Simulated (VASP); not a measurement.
Here is a VASP 6.6.1 calculation.

INCAR

```
ALGO = Normal ; EDIFF = 1E-6
ENCUT = 520 ; GGA = PS
ISIF = 2 ; ISMEAR = -1
LASPH = True ; LCHARG = True
LELF = True ; LREAL = False
LVHAR = True ; LWAVE = False
NBANDS = 12 ; NELM = 60
PREC = Accurate ; SIGMA = 0.1
```

The input KPOINTS:

```
k-points
0
Gamma
  11 8 8
```

File POSCAR:

```
Sb
1.0
    3.1224020000      0.0000000000      0.0000000000
    0.0000000000      4.3475180000      0.0000000000
   -0.0389150000      0.0000000000      4.4058520000
Sb
2
Direct
    0.9886110000      0.7500000000      0.7588340000
    0.0113890000      0.2500000000      0.2411660000
```

Potentials or basis: VASP PAW PBE potentials, release 64 (Sb).

Launch:

```console
$ cat potpaw_PBE.64/Sb/POTCAR > POTCAR
$ mpirun -np 1 vasp_std > vasp.out
```

Q: Predict the band gap on the k mesh.

A: Zero (bands 5 and 6 overlap by 8.41 eV).

Q: Predict the largest force.

A: 0.106 eV/Å.

Q: Predict the pressure.

A: -2.0 GPa.

Forces in eV/Å, atoms in the order of the input:
```
Sb   0.034  0.000 -0.100
Sb  -0.034  0.000  0.100
```

Caveat: the PAW data sets were made with another functional, which shifts forces and pressure a little; spin-orbit coupling is left out, which moves the levels of the heavy elements.
